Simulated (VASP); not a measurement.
# SnSe2: single point with PBE+D3(BJ)

Crystal: SnSe2.

```
CELL_PARAMETERS angstrom
3.83882 0.00000 0.00000
-1.91941 3.32451 0.00000
0.00000 0.00000 6.01099
ATOMIC_POSITIONS crystal
Sn 0.00000 0.00000 0.00000
Se 0.33333 0.66667 0.26511
Se 0.66667 0.33333 0.73489
```

```yaml
Program: VASP 6.6.1
Task: single point
Functional: PBE
Dispersion: D3(BJ)
Potentials_or_basis: VASP PAW PBE potentials, release 64 (Sn_d, Se)
Cutoff: 520 eV
k_mesh: 12 × 12 × 6
Occupations: gaussian, width 0.02 eV
Spin: non-collinear spin, zero start, spin-orbit coupling
Starting_moments: "[[0.0, 0.0, 0.0], [0.0, 0.0, 0.0], [0.0, 0.0, 0.0]] μB"
```

```json
{
 "Pressure": "0.2 GPa",
 "Largest force": "0.024 eV/Å",
 "Net moment": "0.00 μB per cell",
 "Valence electrons inside the program's atomic spheres": "Sn 12.16; Se 3.81",
 "Dispersion energy per atom": "-0.364 eV"
}
```

Forces in eV/Å, atoms in the order of the input:
```
Sn   0.000  0.000  0.000
Se   0.000  0.000  0.024
Se   0.000  0.000 -0.024
```

Moments on the atoms (μB; x, y, z):
```
Sn  0.00 0.00 0.00
Se  0.00 0.00 0.00
Se  0.00 0.00 0.00
```

It took 11 min on 1 thread of Oxide Virtual Turin-like Processor (shared host), peak memory 0.62 GiB.
